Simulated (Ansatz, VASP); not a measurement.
Ba: VASP beside Ansatz

The input INCAR:

```
PREC = Accurate ; ENCUT = 520
EDIFF = 1E-6 ; ISMEAR = 0
SIGMA = 0.15 ; LREAL = False
LASPH = True ; NELM = 100
ALGO = Normal ; ISIF = 2
LWAVE = False ; LCHARG = False
NBANDS = 11
```

The input KPOINTS:

```
Automatic mesh
0
Gamma
  12 12 12
```

Contents of POSCAR:

```
Ba
1.0
    4.0352490667      0.0000000000      0.0000000000
    0.0000000000      4.0352490667      0.0000000000
    0.0000000000      0.0000000000      4.0352490667
Ba
1
Direct
    0.0000000000      0.0000000000      0.0000000000
```

Input for Ansatz:

```yaml
crystal:
  lattice:
    - [4.0352490667, 0.0, 0.0]
    - [0.0, 4.0352490667, 0.0]
    - [0.0, 0.0, 4.0352490667]
  atoms:
    - { symbol: Ba, position: [0.0, 0.0, 0.0] }
basis:
  ecutwfc: 420
kpoints:
  mp_grid: { grid: [12, 12, 12] }
hamiltonian:
  xc: lda
scf:
  occupations: { method: gaussian, width: 0.15 }
output:
  forces: true
  stress: true
  eigenvalues: true
```

Change from the starting cell: strain +0.030 along x and y, +0.030 along z, atoms carried along.

Alike in both runs: task single point; functional LDA; k mesh 12 × 12 × 12; occupations gaussian, width 0.15 eV; no spin polarisation.

|  | VASP | Ansatz |
| --- | --- | --- |
| version | VASP 6.6.1 | Ansatz 0.2.0 |
| potentials or method | VASP PAW LDA potentials, release 64 (Ba_sv), cutoff 520 eV | scalar-relativistic, plane waves, PAW |
| valence electrons in the cell | 10 | 10 |

```tsv
	VASP	Ansatz	Ansatz less VASP
gap on the k mesh at the Fermi level (eV)	none	none	-
pressure (GPa)	-1.5	-1.5	-0.05
```

LDA's correlation is that of Perdew and Zunger in VASP and of Perdew and Wang (1992) in Ansatz. A gap of «none» marks a metal or a gap that the smearing closes.

Spin-orbit coupling is off throughout.
